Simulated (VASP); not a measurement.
Crystal: Si.

```
Si
1.0
     5.42712    0.00000    0.00000
     0.00000    5.42712    0.00000
     0.00000    0.00000    5.42712
Si
8
Cartesian
  4.0703 4.0703 4.0703
  1.3568 1.3568 4.0703
  1.3568 4.0703 1.3568
  4.0703 1.3568 1.3568
  2.7136 2.7136 2.7136
  0.0000 0.0000 2.7136
  0.0000 2.7136 0.0000
  2.7136 0.0000 0.0000
```

Base run:

```yaml
Program: VASP 6.6.1
Functional: HSE06
Potentials_or_basis: VASP PAW PBE potentials, release 64 (Si)
Cutoff: 520 eV
k_mesh: 3 × 3 × 3
Occupations: gaussian, width 0.01 eV
Spin: no spin polarisation
```

Its results: band gap on the k mesh 1.29 eV; pressure 0.5 GPa.

Question: The run is repeated on the same cell with these changes: functional from HSE06 to PBEsol; k mesh from 3 × 3 × 3 to 4 × 4 × 4. What comes out?

Answer: Band gap on the k mesh 0.50 eV; pressure 0.5 GPa.

Several settings changed at once, so the effect can't be laid on one alone.

Caveats: the PAW data sets were made with another functional, which shifts forces and pressure a little.

A k mesh can miss the band edges.
